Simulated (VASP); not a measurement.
Write the native input for VASP 6.6.1 that does the following.

* Task: single point
* Functional: PBE
* Potentials or basis: VASP PAW PBE potentials, release 64 (Li_sv, Tm_3, H), 4f in core
* Cutoff: 750 eV
* k mesh: 6 × 6 × 4
* Occupations: gaussian, width 0.2 eV
* Spin: no spin polarisation
* Dipole correction: no
* Further INCAR settings: ALGO = Normal; EDIFF = 1e-06; NBANDS = 28

The structure of LiTmH4 lies in POSCAR:

```
LiTmH4
1.0
    2.9749172203      1.7174648954     -0.0082396465
   -1.0057856232     -1.7174648954     -5.2717768065
   -2.9749172203      5.1523946862      0.0082396465
Li Tm H
2 2 8
Direct
    0.9841681755      0.0000000000      0.9841681754
    0.4841681755      1.0000000000      0.4841681754
    0.2341639699      0.5000000000      0.7341639700
    0.7341639700      0.5000000000      0.2341639700
    0.7951788532      0.6220386629      0.9211641562
    0.2951788532      0.6220386629      0.4211641563
    0.6731374763      0.3779613371      0.5471521733
    0.1731374763      0.3779613371      0.0471521733
    0.5791993585      0.1900850351      0.8491573222
    0.0791993585      0.1900850351      0.3491573222
    0.8890937865      0.8099149649      0.6191358228
    0.3890937865      0.8099149649      0.1191358228
```

These files were run (other wordings do the same):

INCAR

```
ALGO = Normal ; EDIFF = 1E-6
ENCUT = 750 ; GGA = PE
GGA_COMPAT = False ; ISIF = 2
ISMEAR = 0 ; LASPH = True
LCHARG = True ; LELF = True
LMAXMIX = 6 ; LREAL = False
LVHAR = True ; LWAVE = False
NBANDS = 28 ; NELM = 200
PREC = Accurate ; SIGMA = 0.2
```

KPOINTS

```
k-points
0
Gamma
  6 6 4
```

Potentials or basis: VASP PAW PBE potentials, release 64 (Li_sv, Tm_3, H), 4f in core.

Command:

```console
$ cat potpaw_PBE.64/Li_sv/POTCAR potpaw_PBE.64/Tm_3/POTCAR potpaw_PBE.64/H/POTCAR > POTCAR
$ mpirun -np 1 vasp_std > vasp.out
```

Results of the run:

```
Pressure               : 0.5 GPa
Largest force          : 0.034 eV/Å
Band gap on the k mesh : 0.07 eV
```

Caveat: spin-orbit coupling is left out, which moves the levels of the heavy elements; the 4f electrons are frozen in the core, so they carry no moment and show no levels.

Run time: 4 min on 1 thread of Intel(R) Xeon(R) 6975P-C (Granite Rapids), with other jobs on the host, peak memory 0.51 GiB.
